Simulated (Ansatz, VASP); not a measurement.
# AlCu3 in VASP and in Ansatz

The input INCAR:

```
PREC = Accurate
ENCUT = 520
EDIFF = 1E-7
ISMEAR = -1
SIGMA = 0.15
LREAL = False
LASPH = True
NELM = 80
ALGO = Normal
ISIF = 2
LWAVE = False
LCHARG = False
GGA = PS
NBANDS = 26
```

The input KPOINTS:

```
Automatic mesh
0
Gamma
  12 12 12
```

POSCAR

```
AlCu3
1.0
    3.6564768212      0.0000000000      0.0000000000
    0.0000000000      3.6564768212      0.0000000000
    0.0000000000      0.0000000000      3.6564768212
Al Cu
1 3
Direct
    0.0000000000      0.0000000000      0.0000000000
    0.5000000000      0.5000000000      0.0000000000
    0.5000000000      0.0000000000      0.5000000000
    0.0000000000      0.5000000000      0.5000000000
```

Input for Ansatz:

```yaml
crystal:
  lattice:
    - [3.6564768212, 0.0, 0.0]
    - [0.0, 3.6564768212, 0.0]
    - [0.0, 0.0, 3.6564768212]
  atoms:
    - { symbol: Al, position: [0.0, 0.0, 0.0] }
    - { symbol: Cu, position: [0.5, 0.5, 0.0] }
    - { symbol: Cu, position: [0.5, 0.0, 0.5] }
    - { symbol: Cu, position: [0.0, 0.5, 0.5] }
basis:
  ecutwfc: 420
kpoints:
  mp_grid: { grid: [12, 12, 12] }
hamiltonian:
  xc: pbesol
scf:
  occupations: { method: fermi_dirac, width: 0.15 }
output:
  forces: true
  stress: true
  eigenvalues: true
```

Alike in both runs: task single point; functional PBEsol; k mesh 12 × 12 × 12; occupations fermi-dirac, width 0.15 eV; no spin polarisation.

```csv
,VASP,Ansatz
version,VASP 6.6.1,Ansatz 0.2.0
potentials or method,"VASP PAW PBE potentials, release 64 (Al, Cu), cutoff 520 eV","scalar-relativistic, plane waves, PAW"
valence electrons in the cell,36,60
```

Ansatz gave:

```
gap on the k mesh at the Fermi level (eV) : none
pressure (GPa)                            : -2.9
```

Question: Estimate VASP's values.

Answer: gap on the k mesh at the Fermi level (eV): none; pressure (GPa): -2.3.

VASP's potentials were made for PBE, not for PBEsol. A gap of «none» marks a metal or a gap that the smearing closes. VASP's potentials hold 36 valence electrons a cell and Ansatz's 60, so a difference there can come from the potentials and not from the codes.
